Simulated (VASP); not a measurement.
## PPt: relaxation of shape and atoms at fixed volume with PBEsol

The system is PPt.

```
Pt P
1.0
     3.51815    0.00000    0.00000
    -1.75908    3.04681    0.00000
     0.00000    0.00000    6.59829
Pt P
2 2
Direct
  0.66667 0.33333 0.98792
  0.33333 0.66667 0.48792
  0.66667 0.33333 0.63728
  0.33333 0.66667 0.13728
```

```
Program                : VASP 6.6.1
Task                   : relaxation of shape and atoms at fixed volume
Functional             : PBEsol
Potentials or basis    : VASP PAW PBE potentials, release 64 (Pt, P)
Cutoff                 : 600 eV
k mesh                 : 10 × 10 × 6
Occupations            : gaussian, width 0.05 eV
Spin                   : no spin polarisation
Dipole correction      : no
Further INCAR settings : ALGO = Normal; EDIFF = 1e-06; IBRION = 2; EDIFFG = -0.01; NSW = 60; ISIF = 4
```

The energy gained by relaxing is 18.5 meV/atom and the ionic steps are 17. The pressure after relaxing is 0.3 GPa. The largest force after relaxing is 0.009 eV/Å. The band gap on the k mesh is zero (bands 15 and 16 overlap by 3.88 eV).

Forces in eV/Å, atoms in the order of the input:
```
Pt   0.000  0.000 -0.009
Pt   0.000  0.000 -0.009
P    0.000  0.000  0.009
P    0.000  0.000  0.009
```

The path:
```
step  energy change (eV)  largest force (eV/Å)  pressure (GPa)  volume (Å³)
   1              0.0000                0.1129            6.38        70.73
   2             -0.0017                0.0179            6.09        70.73
   3             -0.0017                0.0456            6.03        70.73
   4             -0.0030                0.0324            5.87        70.73
   5             -0.0040                0.0178            5.67        70.73
   6             -0.0064                0.0183            5.28        70.73
   7             -0.0211                0.1969            4.42        70.73
   8             -0.0626                0.1985            2.32        70.73
   9             -0.0382                0.0448           -3.49        70.73
  10             -0.0724                0.1399            0.97        70.73
  11             -0.0727                0.1393            0.71        70.73
  12             -0.0732                0.0362           -0.17        70.73
  13             -0.0734                0.0625            0.13        70.73
  14             -0.0734                0.0691            0.19        70.73
  15             -0.0740                0.0306            0.26        70.73
  16             -0.0741                0.0108            0.29        70.73
  17             -0.0741                0.0088            0.30        70.73
```

Final structure:
```
Pt P
1.0
     3.36634    0.00000    0.00000
    -1.68317    2.91533    0.00000
     0.00000    0.00000    7.20685
Pt P
2 2
Direct
  0.66667 0.33333 0.97927
  0.33333 0.66667 0.47927
  0.66667 0.33333 0.64593
  0.33333 0.66667 0.14593
```

Levels at points of the mesh, in eV from the Fermi level:
```tsv
k point	band 13	band 14	band 15	band 16	band 17	band 18
(0.00, 0.00, 0.00)	-3.61	0.55	2.31	2.31	3.38	4.03
(0.50, 0.00, 0.00)	-2.49	-2.12	-1.48	-0.69	0.07	2.84
(0.00, 0.00, 0.50)	-2.35	-2.35	3.04	3.04	3.04	3.04
(0.50, 0.00, 0.50)	-2.24	-2.24	-0.79	-0.79	1.33	1.33
```

Wall time 5.1 min on 1 thread of Intel(R) Xeon(R) 6975P-C (Granite Rapids) (shared host), peak memory 0.26 GiB.

Caveat: the PAW data sets were made with another functional, which shifts forces and pressure a little; spin-orbit coupling is left out, which moves the levels of the heavy elements.
